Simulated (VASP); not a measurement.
A run of VASP 6.6.1 is set up as follows.

The input INCAR:

```
SYSTEM = C
  ALGO = Normal
  EDIFF = 1E-6
  EDIFFG = -0.02
  ENCUT = 600
  GGA = PE
  IBRION = 2
  ISIF = 3
  ISMEAR = 0
  IVDW = 12
  LASPH = .True.
  LCHARG = .False.
  LREAL = .False.
  LWAVE = .False.
  NELM = 100
  NSW = 90
  PREC = Accurate
  SIGMA = 0.02
```

File KPOINTS:

```
k-points
0
Gamma
  12 12 6
  0 0 0
```

Contents of POSCAR:

```
C
1.0
    2.1273203072     -1.2282824400      0.0000000000
    2.1273203072      1.2282824400      0.0000000000
   -1.3790696309      0.0000000000      3.5028300786
C
2
Direct
    0.8333555300      0.8333555300      0.0000930400
    0.1666444700      0.1666444700      0.9999069600
```

Potentials or basis: VASP PAW PBE potentials, release 64 (C).

Launch:

```bash
$ cat potpaw_PBE.64/C/POTCAR > POTCAR
$ mpirun -np 1 vasp_std > vasp.out
```

Estimate the dispersion energy per atom.

-0.157 eV.

What does it give for the relaxed volume?

8.79 Å³/atom.

Estimate the relaxed cell.

a = 2.465 Å, b = 2.465 Å, c = 3.619 Å, α = 109.50°, β = 109.50°, γ = 59.98°.

Stress tensor (GPa, compression positive):
```
-0.01  0.00 -0.05
 0.00  0.17  0.00
-0.05  0.00 -0.23
```
